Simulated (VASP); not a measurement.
A run of VASP 6.6.1 is set up as follows.

Contents of INCAR:

```
PREC     = Accurate       # precision mode
ENCUT    = 520            # plane-wave cutoff, eV
EDIFF    = 1E-6           # SCF threshold, eV
ISMEAR   = 0              # smearing method
SIGMA    = 0.1            # smearing width, eV
LREAL    = False          # projectors in reciprocal space
LASPH    = True           # aspherical terms in the spheres
NELM     = 80             # most SCF steps
ALGO     = Fast           # electronic algorithm
ISIF     = 2              # what is computed and relaxed
LWAVE    = False          # write WAVECAR
LCHARG   = False          # write CHGCAR
GGA      = PE             # functional
NBANDS   = 26             # bands
```

KPOINTS

```
regular mesh
0
Gamma
  12 12 16
```

Contents of POSCAR:

```
Cd2Mo
1.0
    4.8687327281      0.0000000000      0.0000000000
   -2.4343663641      4.2164462268      0.0000000000
    0.0000000000      0.0000000000      2.7566202229
Cd Mo
2 1
Direct
    0.3333333333      0.6666666667      0.5000000000
    0.6666666667      0.3333333333      0.5000000000
    0.0000000000      0.0000000000      0.0000000000
```

Potentials or basis: VASP PAW PBE potentials, release 64 (Cd, Mo_sv).

The run is started by

```console
$ cat potpaw_PBE.64/Cd/POTCAR potpaw_PBE.64/Mo_sv/POTCAR > POTCAR
$ mpirun -np 1 vasp_std > vasp.out
```

**Question.** Predict the pressure.

**Answer.** 0.7 GPa.

**Question.** Predict the band gap on the k mesh.

**Answer.** Zero (bands 19 and 20 overlap by 1.96 eV).
